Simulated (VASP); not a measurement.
**SiO2: single point with LDA**

SiO2:

```
Si O
1.0
     4.97135    0.00000    0.00000
     0.00000    4.97135    0.00000
     0.00000    0.00000    7.07014
Si O
4 8
Direct
  0.00000 0.00000 0.00000
  0.00000 0.50000 0.25000
  0.50000 0.50000 0.50000
  0.50000 0.00000 0.75000
  0.10187 0.25000 0.12500
  0.25000 0.60187 0.37500
  0.75000 0.39813 0.37500
  0.89813 0.75000 0.12500
  0.60187 0.75000 0.62500
  0.75000 0.10187 0.87500
  0.25000 0.89813 0.87500
  0.39813 0.25000 0.62500
```

```yaml
Program: VASP 6.6.1
Task: single point
Functional: LDA
Potentials_or_basis: VASP PAW LDA potentials, release 64 (Si, O)
Cutoff: 520 eV
k_mesh: 6 × 6 × 4
Occupations: gaussian, width 0.02 eV
Spin: no spin polarisation
Dipole_correction: no
Further_INCAR_settings: ALGO = Normal; EDIFF = 1e-06; NBANDS = 44
```

The pressure is 1.2 GPa, the largest force is 0.029 eV/Å and the band gap on the k mesh is 5.82 eV.

Forces on the atoms (eV/Å):
```
Si   0.000  0.000  0.000
Si   0.000  0.000  0.000
Si   0.000  0.000  0.000
Si   0.000  0.000  0.000
O    0.029  0.000  0.000
O    0.000  0.029  0.000
O    0.000 -0.029  0.000
O   -0.029  0.000  0.000
O    0.029  0.000  0.000
O    0.000  0.029  0.000
O    0.000 -0.029  0.000
O   -0.029  0.000  0.000
```

Stress tensor (GPa, compression positive):
```
0.58 0.00 0.00
0.00 0.58 0.00
0.00 0.00 2.57
```

Levels at points of the mesh, in eV from the valence-band top:
| k point | band 29 | band 30 | band 31 | band 32 | band 33 | band 34 | band 35 | band 36 |
| --- | --- | --- | --- | --- | --- | --- | --- | --- |
| (0.00, 0.00, 0.00) | -0.35 | -0.35 | 0.00 | 0.00 | 5.82 | 8.60 | 8.86 | 8.86 |
| (0.50, 0.00, 0.00) | -0.61 | -0.61 | -0.19 | -0.19 | 7.83 | 7.83 | 9.38 | 9.38 |
| (0.50, 0.50, 0.00) | -0.27 | -0.27 | -0.27 | -0.27 | 9.03 | 9.03 | 9.03 | 9.03 |
| (0.00, 0.00, 0.50) | -0.21 | -0.21 | -0.21 | -0.21 | 6.97 | 6.97 | 8.97 | 8.97 |
| (0.50, 0.00, 0.50) | -0.42 | -0.42 | -0.16 | -0.16 | 8.22 | 8.22 | 8.85 | 8.85 |
| (0.50, 0.50, 0.50) | -0.39 | -0.39 | -0.39 | -0.39 | 9.40 | 9.40 | 9.40 | 9.40 |

Wall time 4.2 min on 1 thread of Intel Xeon 8259CL, on a shared host, peak memory 0.32 GiB.

A k mesh can miss the band edges.
